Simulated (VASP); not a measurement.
LiBe, 4 atoms in the cell. The typed cell holds 4 atoms: a = 3.054 Å, b = 3.348 Å, c = 5.689 Å, α = 74.21°, β = 106.85°, γ = 70.42°. The cell was generated, and may not be a known phase.

* Program: VASP 6.6.1
* Task: relaxation of cell and atoms
* Functional: PBE
* Potentials or basis: VASP PAW PBE potentials, release 64 (Li_sv, Be)
* Cutoff: 600 eV
* k mesh: 6 × 6 × 4
* Occupations: gaussian, width 0.1 eV
* Spin: no spin polarisation
* Dipole correction: no
* Further INCAR settings: ALGO = Normal; EDIFF = 1e-06; IBRION = 2; EDIFFG = -0.04; NSW = 90; ISIF = 3

Potentials or basis: VASP PAW PBE potentials, release 64 (Li_sv, Be).

Run with:

```bash
$ cat potpaw_PBE.64/Li_sv/POTCAR potpaw_PBE.64/Be/POTCAR > POTCAR
$ mpirun -np 1 vasp_std > vasp.out
```

Hardware: 1 thread of Oxide Virtual Turin-like Processor, with other jobs on the host.

Estimate the wall time of this run.

It took 22 min on 1 thread of Oxide Virtual Turin-like Processor, with other jobs on the host, peak memory 0.17 GiB. Counts: scf iterations 337, k points 76, ion steps 52.
